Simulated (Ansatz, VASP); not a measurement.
Sr in VASP and in Ansatz

The input INCAR:

```
SYSTEM = Sr
PREC = Accurate
ENCUT = 500
EDIFF = 1E-6
ISMEAR = 0
SIGMA = 0.1
LREAL = .False.
LASPH = .True.
NELM = 120
ALGO = Normal
ISIF = 2
LWAVE = .False.
LCHARG = .False.
GGA = PE
NBANDS = 11
GGA_COMPAT = .False.
```

KPOINTS

```
regular mesh
0
Gamma
  6 6 6
  0 0 0
```

Contents of POSCAR:

```
Sr
1.0
   -2.3110369767      2.3110369767      2.3110369767
    2.3110369767     -2.3110369767      2.3110369767
    2.3110369767      2.3110369767     -2.3110369767
Sr
1
Direct
    0.0000000000      0.0000000000      0.0000000000
```

Input for Ansatz:

```yaml
crystal:
  lattice:
    - [-2.3110369767, 2.3110369767, 2.3110369767]
    - [2.3110369767, -2.3110369767, 2.3110369767]
    - [2.3110369767, 2.3110369767, -2.3110369767]
  atoms:
    - { symbol: Sr, position: [0.0, 0.0, 0.0] }
basis:
  ecutwfc: 420
kpoints:
  mp_grid: { grid: [6, 6, 6] }
hamiltonian:
  xc: pbe
scf:
  occupations: { method: gaussian, width: 0.1 }
output:
  forces: true
  stress: true
  eigenvalues: true
```

Alike in both runs: task single point; functional PBE; k mesh 6 × 6 × 6; occupations gaussian, width 0.1 eV; no spin polarisation.

|  | VASP | Ansatz |
| --- | --- | --- |
| version | VASP 6.6.1 | Ansatz 0.2.0 |
| potentials or method | VASP PAW PBE potentials, release 64 (Sr_sv), cutoff 500 eV | scalar-relativistic, plane waves, PAW |
| valence electrons in the cell | 10 | 10 |

|  | VASP | Ansatz | Ansatz less VASP |
| --- | --- | --- | --- |
| gap on the k mesh at the Fermi level (eV) | none | none | - |
| pressure (GPa) | 1.1 | 1.1 | -0.01 |

A gap of «none» marks a metal or a gap that the smearing closes. The functional is the same, so the differences come from potentials, cutoffs and numerics.
